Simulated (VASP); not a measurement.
Crystal: SnTe.

```
Sn Te
1.0
     3.91556    0.00000    0.00000
    -1.95778    3.39098    0.00000
     0.00000    0.00000    3.81904
Sn Te
1 1
Direct
  0.66667 0.33333 0.50000
  0.00000 0.00000 0.00000
```

The cell was built from a structure type or drawn by symmetry, and may not be a known phase.

- Program: VASP 6.6.1
- Task: relaxation of cell and atoms
- Functional: PBE
- Potentials or basis: VASP PAW PBE potentials, release 64 (Sn_d, Te)
- Cutoff: 600 eV
- k mesh: 6 × 6 × 4
- Occupations: gaussian, width 0.1 eV
- Spin: no spin polarisation

At the start: pressure 18.0 GPa; volume 25.35 Å³/atom.

Problem. How do energy, volume and symmetry change on relaxing?

Solution. Over 7 steps the energy falls by 308.0 meV/atom and the volume is 31.92 Å³/atom (+25.9 %); space group P-6m2 (No. 187, to 0.1 Å) before and after.

Step by step:
| step | energy change (eV) | largest force (eV/Å) | pressure (GPa) | volume (Å³) |
| --- | --- | --- | --- | --- |
| 1 | 0.0000 | 0.0000 | 17.96 | 50.71 |
| 2 | -0.3941 | 0.0000 | -4.34 | 74.44 |
| 3 | -0.6086 | 0.0000 | 0.12 | 63.30 |
| 4 | -0.6086 | 0.0000 | 0.33 | 63.03 |
| 5 | -0.6149 | 0.0000 | 0.21 | 63.53 |
| 6 | -0.6160 | 0.0000 | 0.14 | 63.86 |
| 7 | -0.6160 | 0.0000 | 0.14 | 63.84 |

Final structure:
```
CELL_PARAMETERS angstrom
4.20842 0.00000 0.00000
-2.10421 3.64460 0.00000
0.00000 0.00000 4.16230
ATOMIC_POSITIONS crystal
Sn 0.66667 0.33333 0.50000
Te 0.00000 0.00000 0.00000
```

Caveat: the k points lie up to 0.38 Å⁻¹ apart in the final cell, too coarse for converged energies and pressures of a metal; the volume moved by over 15 % at a fixed basis, so the end points are rough.
